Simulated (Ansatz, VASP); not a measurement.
Two plane-wave programs on CuP

INCAR

```
SYSTEM = CuP
ALGO     = Normal         ! electronic algorithm
EDIFF    = 1E-7           ! SCF threshold, eV
EDIFFG   = -0.04          ! ionic threshold
ENCUT    = 600            ! plane-wave cutoff, eV
GGA      = PE             ! functional
IBRION   = 2              ! ionic algorithm
ISIF     = 3              ! what is computed and relaxed
ISMEAR   = 0              ! smearing method
LASPH    = .True.         ! aspherical terms in the spheres
LCHARG   = .False.        ! write CHGCAR
LREAL    = .False.        ! projectors in reciprocal space
LWAVE    = .False.        ! write WAVECAR
NELM     = 60             ! most SCF steps
NSW      = 90             ! ionic steps
PREC     = Accurate       ! precision mode
SIGMA    = 0.1            ! smearing width, eV
```

Contents of KPOINTS:

```
k-points
0
Gamma
  6 6 6
  0 0 0
```

The input POSCAR:

```
CuP
1.0
    2.7094807504      0.0000000000      0.0000000000
    0.0000000000      2.7094807504      0.0000000000
    0.0000000000      0.0000000000      3.6549478104
Cu P
1 1
Direct
    0.5000000000      0.5000000000      0.5000000000
    0.0000000000      0.0000000000      0.0000000000
```

Input for Ansatz:

```yaml
crystal:
  lattice:
    - [2.7094807504, 0.0, 0.0]
    - [0.0, 2.7094807504, 0.0]
    - [0.0, 0.0, 3.6549478104]
  atoms:
    - { symbol: Cu, position: [0.5, 0.5, 0.5] }
    - { symbol: P, position: [0.0, 0.0, 0.0] }
basis:
  ecutwfc: 420
kpoints:
  mp_grid: { grid: [6, 6, 6] }
hamiltonian:
  xc: pbe
scf:
  occupations: { method: gaussian, width: 0.1 }
  lower_state_search: "off"
output:
  forces: true
  stress: true
  eigenvalues: true
relax:
  adjacent_minimum: "off"
  f_tol: 0.04
  max_steps: 70
  cell: { stress_tol: 0.4 }
```

Alike in both runs: task relaxation of cell and atoms; functional PBE; k mesh 6 × 6 × 6; occupations gaussian, width 0.1 eV; no spin polarisation.

|  | VASP | Ansatz |
| --- | --- | --- |
| version | VASP 6.6.1 | Ansatz 0.2.0 |
| potentials or method | VASP PAW PBE potentials, release 64 (Cu, P), cutoff 600 eV | scalar-relativistic, plane waves, PAW |
| valence electrons in the cell | 16 | 24 |

```csv
,VASP,Ansatz,Ansatz less VASP
"gap on the k mesh at the Fermi level, each at its own relaxed structure (eV)",none,none,-
relaxed volume (Å³/atom),13.36,13.38,+0.016
relaxed cell length with the largest relative difference (Å),3.694,3.669,-0.0258
```

A gap of «none» marks a metal or a gap that the smearing closes. VASP's potentials hold 16 valence electrons a cell and Ansatz's 24, so a difference there can come from the potentials and not from the codes.

The k mesh is coarse, so the values compare programs but aren't converged.
